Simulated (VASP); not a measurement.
# CaSe (Pm-3m) in VASP: notebook, part 2 of 2

VASP 6.6.1.

## (3) Single point, PBE0

Contents of POSCAR:

```
CaSe
1.0
    3.6347849166      0.0000000000      0.0000000000
    0.0000000000      3.6347849166      0.0000000000
    0.0000000000      0.0000000000      3.6347849166
Ca Se
1 1
Direct
    0.0000000000      0.0000000000      0.0000000000
    0.5000000000      0.5000000000      0.5000000000
```

Contents of INCAR.step1:

```
PREC = Accurate
ENCUT = 520
EDIFF = 1E-5
ISMEAR = 0
SIGMA = 0.01
LREAL = F
LASPH = T
NELM = 100
ALGO = Normal
ISIF = 2
LWAVE = T
LCHARG = F
GGA = PE
NBANDS = 15
```

Contents of INCAR.step2:

```
PREC = Accurate
ENCUT = 520
EDIFF = 1E-6
ISMEAR = 0
SIGMA = 0.01
LREAL = F
LASPH = T
NELM = 100
ALGO = Normal
ISIF = 2
LWAVE = F
LCHARG = F
GGA = PE
LHFCALC = T
AEXX = 0.25
PRECFOCK = Normal
ISTART = 1
NBANDS = 15
```

Contents of KPOINTS:

```
regular mesh
0
Gamma
  4 4 4
```

Potentials or basis: VASP PAW PBE potentials, release 64 (Ca_sv, Se).

Run with:

```bash
> cat potpaw_PBE.64/Ca_sv/POTCAR potpaw_PBE.64/Se/POTCAR > POTCAR
> cp INCAR.step1 INCAR
> mpirun -np 1 vasp_std > vasp.out
> cp INCAR.step2 INCAR
> mpirun -np 1 vasp_std > vasp.out
```

OUTCAR:

```text
PREC = Accurate
   ENCUT = 520
   EDIFF = 1E-6
   ISMEAR = 0
   LREAL = F
   LASPH = T
   NELM = 100
   ISIF = 2
   GGA = PE
   LHFCALC = T
   AEXX = 0.25
   PRECFOCK = Normal
   ISTART = 1

 ion  position               nearest neighbor table
   1  0.000  0.000  0.000-
   2  0.500  0.500  0.500-

  LATTYP: Found a simple cubic cell.
 ALAT       =     3.6347849166

  Lattice vectors:

 A1 = (   3.6347849166,   0.0000000000,   0.0000000000)
 A2 = (   0.0000000000,   3.6347849166,   0.0000000000)
 A3 = (   0.0000000000,   0.0000000000,   3.6347849166)

Analysis of symmetry for initial positions (statically):
=====================================================================
 Subroutine PRICEL returns:
 Original cell was already a primitive cell.

 Routine SETGRP: Setting up the symmetry group for a
 simple cubic supercell.

 Subroutine GETGRP returns: Found 48 space group operations
 (whereof 48 operations were pure point group operations)
 out of a pool of 48 trial point group operations.

The static configuration has the point symmetry O_h .

Analysis of symmetry for dynamics (positions and initial velocities):
=====================================================================
 Subroutine PRICEL returns:
 Original cell was already a primitive cell.

 Routine SETGRP: Setting up the symmetry group for a
 simple cubic supercell.

 Subroutine GETGRP returns: Found 48 space group operations
 (whereof 48 operations were pure point group operations)
 out of a pool of 48 trial point group operations.

The dynamic configuration has the point symmetry O_h .

 Subroutine INISYM returns: Found 48 space group operations
 (whereof 48 operations are pure point group operations),
 and found     1 'primitive' translations

----------------------------------------------------------------------------------------

                                     Primitive cell

  volume of cell :      48.0215
[... 110 lines left out ...]
   IVDW    =     0    specifies the selected vdW correction
   LEPSILON=     F    determine dielectric tensor
   LRPA    =     F    only Hartree local field effects (RPA)
 non-spin polarized calculation
 Gauss-broadening in eV      SIGMA  =   0.01
  energy-cutoff  :      520.00
  volume of cell :       48.02
 maximum number of plane-waves:      1328
 NGX is ok and might be reduce to    28
  NGX = 24; NGY = 24; NGZ = 24

 number of electron      16.0000007 magnetization

 Free energy of the ion-electron system (eV)
  ---------------------------------------------------
  ext. energy  EPLUGINS =         0.00000000
  ---------------------------------------------------
  free energy    TOTEN  =       -10.46186875 eV

  energy without entropy =      -10.46186875  energy(sigma->0) =      -10.46186875

 E-fermi :   3.6299     XC(G=0):  -7.5631

 val. band max:        3.4628957018   @ k =   0.5000   0.5000   0.0000
 cond. band min:       5.7277967934   @ k =   0.5000   0.5000   0.0000
 fundamental gap:      2.2649010916
 Fermi energy:         3.6299044621

 k-point     1 :       0.0000    0.0000    0.0000
  band No.  band energies     occupation
      1     -41.2192      2.00000
      2     -20.6712      2.00000
      3     -20.6712      2.00000
      4     -20.6712      2.00000
      5     -10.8571      2.00000
      6       2.4735      2.00000
      7       2.4735      2.00000
      8       2.4735      2.00000
      9       6.2101      0.00000
     10       6.2101      0.00000
     11       7.0826      0.00000
     12       9.9999      0.00000
     13       9.9999      0.00000
     14       9.9999      0.00000
[... 149 lines left out ...]
      2     -20.7863      2.00000
      3     -20.7863      2.00000
      4     -20.7863      2.00000
      5      -9.0198      2.00000
      6      -0.5966      2.00000
      7      -0.5966      2.00000
      8      -0.5966      2.00000
      9       8.7845      0.00000
     10       8.7845      0.00000
     11       8.7845      0.00000
     12      11.2884      0.00000
     13      11.2884      0.00000
     14      11.5541      0.00000
     15      11.5541      0.00000

------------------------ aborting loop because EDIFF is reached ----------------------------------------

  FORCE on cell =-STRESS in cart. coord.  units (eV):
  Direction    XX          YY          ZZ          XY          YZ          ZX
  --------------------------------------------------------------------------------------
  -------------------------------------------------------------------------------------
  Total        0.1158213      0.1158213      0.1158213     -0.0000000     -0.0000000      0.0000000
  in kB        3.8642277      3.8642277      3.8642277     -0.0000000     -0.0000000      0.0000000
  external PRESSURE =       3.8642277 kB  Pullay stress =       0.0000000 kB

 VOLUME and BASIS-vectors are now :
 -----------------------------------------------------------------------------
  energy-cutoff  :      520.00
  volume of cell :       48.02
      direct lattice vectors                 reciprocal lattice vectors
     3.634784917  0.000000000  0.000000000     0.275119443  0.000000000  0.000000000
     0.000000000  3.634784917  0.000000000     0.000000000  0.275119443  0.000000000
     0.000000000  0.000000000  3.634784917     0.000000000  0.000000000  0.275119443

 POSITION                                       TOTAL-FORCE (eV/Angst)
 -----------------------------------------------------------------------------------
      0.00000      0.00000      0.00000         0.000000      0.000000      0.000000
      1.81739      1.81739      1.81739         0.000000      0.000000      0.000000
 -----------------------------------------------------------------------------------
    total drift:                               -0.000000      0.000000     -0.000000

  FREE ENERGIE OF THE ION-ELECTRON SYSTEM (eV)
  ---------------------------------------------------
  free  energy   TOTEN  =       -10.4618687463 eV

  energy  without entropy=      -10.4618687463  energy(sigma->0) =      -10.46186875
```

OSZICAR.step1:

```text
N       E                     dE             d eps       ncg     rms          rms(c)
DAV:   1     0.105143748310E+03    0.10514E+03   -0.75686E+03   300   0.992E+02
DAV:   2    -0.452000636579E+01   -0.10966E+03   -0.10353E+03   377   0.244E+02
DAV:   3    -0.873284990658E+01   -0.42128E+01   -0.41792E+01   399   0.446E+01
DAV:   4    -0.889970554802E+01   -0.16686E+00   -0.16682E+00   429   0.800E+00
DAV:   5    -0.890103819218E+01   -0.13326E-02   -0.13326E-02   371   0.711E-01    0.450E+00
DAV:   6    -0.873959053301E+01    0.16145E+00   -0.16643E-01   328   0.252E+00    0.261E+00
DAV:   7    -0.872626863503E+01    0.13322E-01   -0.91195E-02   399   0.201E+00    0.854E-01
DAV:   8    -0.872877766104E+01   -0.25090E-02   -0.18123E-02   307   0.947E-01    0.122E-01
DAV:   9    -0.872862623330E+01    0.15143E-03   -0.11314E-03   370   0.325E-01    0.641E-02
DAV:  10    -0.872869996206E+01   -0.73729E-04   -0.23846E-04   335   0.109E-01    0.182E-02
DAV:  11    -0.872873129988E+01   -0.31338E-04   -0.64484E-05   322   0.602E-02    0.163E-02
DAV:  12    -0.872872979700E+01    0.15029E-05   -0.23027E-06   185   0.933E-03
   1 F= -.87287298E+01 E0= -.87287298E+01  d E =-.197489E-37
```

Wall time 9.2 min (1 thread of Intel Xeon 6975P-C, shared host); peak memory 0.18 GiB.

What came out:

```yaml
Free_energy: -10.4619 eV
Pressure: 0.4 GPa
Band_gap_on_the_k_mesh: 2.26 eV, direct
```

Caveat: the k points lie up to 0.43 Å⁻¹ apart; the PAW data sets were made with another functional, which shifts forces and pressure a little. A k mesh can miss the band edges.
